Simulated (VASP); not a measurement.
# Co (C2/c) in VASP: single point with BLYP

Aim: the single point of Co with BLYP.

Program: VASP 6.6.1. These are calculated values, not measurements. Logs are shortened: lines on timing, memory, paths and dates and some standing lists are left out, and cuts for length are marked.

## 1. The cell of the first run

The typed cell holds 2 atoms: a = 2.565 Å, b = 2.565 Å, c = 4.875 Å, α = 105.26°, β = 105.26°, γ = 120.00°.

## 2. Single point, BLYP, collinear spin, ferromagnetic start (11.81 Å³/atom)

INCAR

```
AGGAC = 1.0
AGGAX = 1.0
ALDAC = 0.0
ALDAX = 1.0
ALGO = Normal
EDIFF = 1E-6
ENCUT = 520
GGA = B5
ISIF = 2
ISMEAR = -1
ISPIN = 2
LASPH = T
LCHARG = T
LELF = T
LMAXMIX = 4
LORBIT = 11
LREAL = F
LVHAR = T
LWAVE = F
MAGMOM = -1.692 -1.692
NBANDS = 20
NELM = 150
PREC = Accurate
SIGMA = 0.05
```

KPOINTS

```
k-points
0
Gamma
  18 18 9
```

POSCAR

```
Co
1.0
   -1.7245627095      1.4172604617      1.2640949206
    1.4172604617     -1.7245627095      1.2640949206
    3.1955883524      3.1955883524     -1.8269195503
Co
2
Direct
    0.9583031049      0.0416968951      0.0000000000
    0.7916968951      0.2083031049      0.5000000000
```

Potentials or basis: VASP PAW PBE potentials, release 64 (Co).

Launch:

```console
$ cat potpaw_PBE.64/Co/POTCAR > POTCAR
$ mpirun -np 1 vasp_std > vasp.out
```

OUTCAR:

```text
EDIFF = 1E-6
   ENCUT = 520
   GGA = B5
   ISIF = 2
   ISMEAR = -1
   ISPIN = 2
   LASPH = T
   LORBIT = 11
   LREAL = F
   NELM = 150
   PREC = Accurate

 ion  position               nearest neighbor table
   1  0.958  0.042  0.000-   2 2.55   2 2.55   2 2.55   2 2.55   2 2.55   2 2.55
   2  0.792  0.208  0.500-   1 2.55   1 2.55   1 2.55   1 2.55   1 2.55   1 2.55

  Warning from LATTYP: Got some problem with cell dimensions!
  Tried to take original basis but could not verify dimensions!
  LATTYP: Found a base centered monoclinic cell.
 ALAT       =     2.5652705932
 B/A-ratio  =     1.7320624776
 C/A-ratio  =     1.6155857858
 COS(beta)  =    -0.0002077966

  Lattice vectors:

 A1 = (  -1.7245627095,   1.4172604617,   1.2640949206)
 A2 = (   1.4172604617,  -1.7245627095,   1.2640949206)
 A3 = (   2.8882861046,   2.8882861046,   0.7012702909)

Analysis of symmetry for initial positions (statically):
=====================================================================
 Subroutine PRICEL returns:
 Original cell was already a primitive cell.

 Routine SETGRP: Setting up the symmetry group for a
 base centered monoclinic supercell.

 Subroutine GETGRP returns: Found  4 space group operations
 (whereof  2 operations were pure point group operations)
 out of a pool of  4 trial point group operations.

The static configuration has the point symmetry C_2 .
 The point group associated with its full space group is C_2h.

Analysis of symmetry for dynamics (positions and initial velocities):
=====================================================================
 Subroutine PRICEL returns:
 Original cell was already a primitive cell.

 Routine SETGRP: Setting up the symmetry group for a
 base centered monoclinic supercell.

 Subroutine GETGRP returns: Found  4 space group operations
 (whereof  2 operations were pure point group operations)
 out of a pool of  4 trial point group operations.

The dynamic configuration has the point symmetry C_2 .
 The point group associated with its full space group is C_2h.

Analysis of structural, dynamic, and magnetic symmetry:
=====================================================================
 Subroutine PRICEL returns:
 Original cell was already a primitive cell.

 Routine SETGRP: Setting up the symmetry group for a
 base centered monoclinic supercell.

 Subroutine GETGRP returns: Found  4 space group operations
 (whereof  2 operations were pure point group operations)
 out of a pool of  4 trial point group operations.

The overall configuration has the point symmetry C_2 .
 The point group associated with its full space group is C_2h.

 Subroutine INISYM returns: Found  4 space group operations
 (whereof  2 operations are pure point group operations),
 and found     1 'primitive' translations

----------------------------------------------------------------------------------------

                                     Primitive cell

  volume of cell :      23.6191

  direct lattice vectors                    reciprocal lattice vectors
    -1.724562710  1.417260462  1.264094921    -0.037634378  0.280652154  0.425078802
     1.417260462 -1.724562710  1.264094921     0.280652154 -0.037634378  0.425078802
     3.195588352  3.195588352 -1.826919550     0.168150555  0.168150555  0.040877503

  length of vectors
     2.565283556  2.565283556  4.874546633     0.510758226  0.510758226  0.241288600

  position of ions in fractional coordinates (direct lattice)
     0.958303105  0.041696895  1.000000000
     0.791696895  0.208303105  0.500000000

  ion indices of the primitive-cell ions
   primitive index   ion index
                 1           1
                 2           2

----------------------------------------------------------------------------------------

 KPOINTS: k-points

Automatic generation of k-mesh.
 Grid dimensions read from file:
 generate k-points for:   18   18    9

 Generating k-lattice:

  Cartesian coordinates                     Fractional coordinates (reciprocal lattice)
    -0.002090799  0.015591786  0.023615489     0.055555556  0.000000000  0.000000000
     0.015591786 -0.002090799  0.023615489     0.000000000  0.055555556  0.000000000
     0.018683395  0.018683395  0.004541945    -0.000000000 -0.000000000  0.111111111

  Length of vectors
     0.028375457  0.028375457  0.026809844

  Shift w.r.t. Gamma in fractional coordinates (k-lattice)
     0.000000000  0.000000000  0.000000000

 Subroutine IBZKPT returns following result:
 ===========================================

 Found    775 irreducible k-points:

 Following reciprocal coordinates:
            Coordinates               Weight
  0.000000  0.000000  0.000000      1.000000
  0.055556  0.000000 -0.000000      4.000000
  0.111111  0.000000 -0.000000      4.000000
  0.166667  0.000000 -0.000000      4.000000
  0.222222  0.000000 -0.000000      4.000000
  0.277778  0.000000 -0.000000      4.000000
[... 16 lines left out ...]
 -0.277778  0.055556 -0.000000      4.000000
 -0.222222  0.055556 -0.000000      4.000000
 [... further k-points ...]
   k-points           NKPTS =    775   k-points in BZ     NKDIM =    775   number of bands    NBANDS=     20
   number of dos      NEDOS =    301   number of ions     NIONS =      2
   total plane-waves  NPLWV =  14400
   dimension x,y,z NGX =    20 NGY =   20 NGZ =   36
   dimension x,y,z NGXF=    40 NGYF=   40 NGZF=   72
   ions per type =               2
   NGX,Y,Z   is equivalent  to a cutoff of  12.96, 12.96, 12.28 a.u.
   NGXF,Y,Z  is equivalent  to a cutoff of  25.92, 25.92, 24.56 a.u.
 SYSTEM =  unknown system
   PREC   = accura    normal or accurate (medium, high low for compatibility)
   ISTART =      0    job   : 0-new  1-cont  2-samecut
   ICHARG =      2    charge: 1-file 2-atom 10-const
   ISPIN  =      2    spin polarized calculation?
   LNONCOLLINEAR =      F non collinear calculations
   LSORBIT =      F    spin-orbit coupling
   LASPH  =      T    aspherical Exc in radial PAW
   ENCUT  =  520.0 eV  38.22 Ry    6.18 a.u.   4.77  4.77  9.06*2*pi/ulx,y,z
   NELM   =    150;   NELMIN=  2; NELMDL= -5     # of ELM steps
   EDIFF  = 0.1E-05   stopping-criterion for ELM
   LREAL  =      F    real-space projection
   EDIFFG = 0.1E-04   stopping-criterion for IOM
   NSW    =      0    number of steps for IOM
   IBRION =     -1    ionic relax: 0-MD 1-quasi-New 2-CG
   NFREE  =      0    steps in history (QN), initial steepest desc. (CG)
   ISIF   =      2    stress and relaxation
   ISYM   =      2    0-nonsym 1-usesym 2-fastsym
   POTIM  = 0.5000    time-step for ionic-motion
   TEBEG  =    0.0;   TEEND  =   0.0 temperature during run
   PSTRESS=    0.0 pullay stress
   NELECT =      18.0000    total number of electrons
   NUPDOWN=      -1.0000    fix difference up-down
   EMIN   =  10.00;   EMAX   =-10.00  energy-range for DOS
   EFERMI =   0.00;   METHOD = LEGACY
   ISMEAR =    -1;   SIGMA  =   0.05  broadening in eV -4-tet -1-fermi 0-gaus
   EFERMI_NEDOS =   21; number of points for ismear=-14 and -15
   IALGO  =     38    algorithm
   IMIX   =      4    mixing-type and parameters
     AMIX     =   0.40;   BMIX     =  1.00
     AMIX_MAG =   1.60;   BMIX_MAG =  1.00
  volume/ion in A,a.u.               =      11.81        79.69
  Fermi-wavevector in a.u.,A,eV,Ry     =   1.495356  2.825813 30.423850  2.236090
  Thomas-Fermi vector in A             =   2.607511
   LORBIT       =     11    0 simple, 1 ext, 2 COOP (PROOUT), +10 PAW based schemes
   GGA     = B5    functional components
   LHFCALC =     F    Hartree Fock is set to
   AEXX    =    0.0000 exact exchange contribution
   IVDW    =     0    specifies the selected vdW correction
   LEPSILON=     F    determine dielectric tensor
   LRPA    =     F    only Hartree local field effects (RPA)
 spin polarized calculation
  energy-cutoff  :      520.00
  volume of cell :       23.62
 maximum number of plane-waves:       656
   NGX =  9   NGY =  9   NGZ = 17

 number of electron      18.0000004 magnetization      -3.2162441

 Free energy of the ion-electron system (eV)
  ---------------------------------------------------
  ext. energy  EPLUGINS =         0.00000000
  ---------------------------------------------------
  free energy    TOTEN  =       -12.11160872 eV

  energy without entropy =      -12.09532967  energy(sigma->0) =      -12.10346919

 E-fermi :   9.5719     XC(G=0): -12.3236

 val. band max:        9.5679167257   @ k =   0.2222   0.0556   0.4444
 cond. band min:       9.5771597263   @ k =  -0.2222   0.0556  -0.0000
 fundamental gap:      0.0092430006
 Fermi energy:         9.5719261815

 spin component 1

 k-point     1 :       0.0000    0.0000    0.0000
  band No.  band energies     occupation
      1       1.3137      1.00000
      2       5.8110      1.00000
      3       8.6966      1.00000
      4       8.7204      1.00000
      5       8.7204      1.00000
      6       9.0375      0.99998
[... 12 lines left out ...]
     19      34.4819      0.00000
[... 513 lines left out ...]
      4       8.0778      1.00000
      5       8.6520      1.00000
      6       8.9112      1.00000
[... 12 lines left out ...]
     19      33.8551      0.00000
     20      35.6172      0.00000

 [... further k-points ...]

 spin component 2

 k-point     1 :       0.0000    0.0000    0.0000
  band No.  band energies     occupation
      1       1.2946      1.00000
      2       4.8782      1.00000
      3       7.1152      1.00000
      4       7.1310      1.00000
      5       7.1312      1.00000
      6       7.4006      1.00000
[... 12 lines left out ...]
     19      34.1655      0.00000
[... 513 lines left out ...]
      4       6.6342      1.00000
      5       7.0807      1.00000
      6       7.3474      1.00000
[... 12 lines left out ...]
     19      33.5543      0.00000
     20      35.4318      0.00000

 [... further k-points ...]

------------------------ aborting loop because EDIFF is reached ----------------------------------------

  FORCE on cell =-STRESS in cart. coord.  units (eV):
  Direction    XX          YY          ZZ          XY          YZ          ZX
  --------------------------------------------------------------------------------------
  -------------------------------------------------------------------------------------
  Total       -1.0658793     -1.0658793     -1.0697240      0.0041209      0.0026366      0.0026366
  in kB      -72.3028647    -72.3028647    -72.5636619      0.2795351      0.1788513      0.1788516
  external PRESSURE =     -72.3897971 kB  Pullay stress =       0.0000000 kB

 VOLUME and BASIS-vectors are now :
 -----------------------------------------------------------------------------
  energy-cutoff  :      520.00
  volume of cell :       23.62
      direct lattice vectors                 reciprocal lattice vectors
    -1.724562710  1.417260462  1.264094921    -0.037634378  0.280652154  0.425078802
     1.417260462 -1.724562710  1.264094921     0.280652154 -0.037634378  0.425078802
     3.195588352  3.195588352 -1.826919550     0.168150555  0.168150555  0.040877503

 POSITION                                       TOTAL-FORCE (eV/Angst)
 -----------------------------------------------------------------------------------
     -1.59356      1.28626      1.26409         0.002721     -0.002721      0.000000
      0.52768      2.36060      0.35064        -0.002721      0.002721     -0.000000
 -----------------------------------------------------------------------------------
    total drift:                               -0.000000      0.000000     -0.000000

  FREE ENERGIE OF THE ION-ELECTRON SYSTEM (eV)
  ---------------------------------------------------
  free  energy   TOTEN  =       -12.1116087185 eV

  energy  without entropy=      -12.0953296667  energy(sigma->0) =      -12.10346919

 total charge

# of ion       s       p       d       tot
------------------------------------------
    1        0.452   0.434   7.269   8.155
    2        0.452   0.434   7.269   8.155
--------------------------------------------------
tot          0.904   0.868  14.538  16.310

 magnetization (x)

# of ion       s       p       d       tot
------------------------------------------
    1        0.015   0.048  -1.702  -1.639
    2        0.015   0.048  -1.702  -1.639
--------------------------------------------------
tot          0.029   0.097  -3.405  -3.278
```

Wall time 16 min (1 thread of Oxide Virtual Turin-like, shared host); peak memory 0.52 GiB.

Results:

| Item | Value |
| --- | --- |
| Free energy | -12.1116 eV |
| Pressure | -7.2 GPa |
| Largest force | 0.004 eV/Å |
| Net moment | -3.22 μB per cell |
| Site moments | Co -1.64 μB |
| Valence electrons inside the program's atomic spheres | Co 8.15 |

Forces in eV/Å, atoms in the order of the input:
```
Co   0.003 -0.003  0.000
Co  -0.003  0.003  0.000
```

Caveat: the cell stands under tension; the PAW data sets were made with another functional, which shifts forces and pressure a little.
